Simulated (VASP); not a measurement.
The system is HfN.

```xyz
2
Lattice="0.0000 2.4548 2.4548 2.4548 0.0000 2.4548 2.4548 2.4548 0.0000" Properties=species:S:1:pos:R:3 pbc="T T T"
Hf    0.0000    0.0000    0.0000
N     3.6822    3.6822    3.6822
```

Base run:

- Program: VASP 6.6.1
- Functional: BLYP
- Potentials or basis: VASP PAW PBE potentials, release 64 (Hf_pv, N)
- Cutoff: 520 eV
- k mesh: 12 × 12 × 12
- Occupations: fermi-dirac, width 0.1 eV
- Spin: no spin polarisation

Its results: pressure 5.8 GPa.

Task: The run is repeated on the same cell with these changes: functional from BLYP to PBEsol; further incar settings from ALGO = Normal; EDIFF = 1e-07; NBANDS = 14 to ALGO = Normal; EDIFF = 1e-06; NBANDS = 14. What comes out?

Result: Pressure -5.8 GPa.

Caveats: the PAW data sets were made with another functional, which shifts forces and pressure a little.
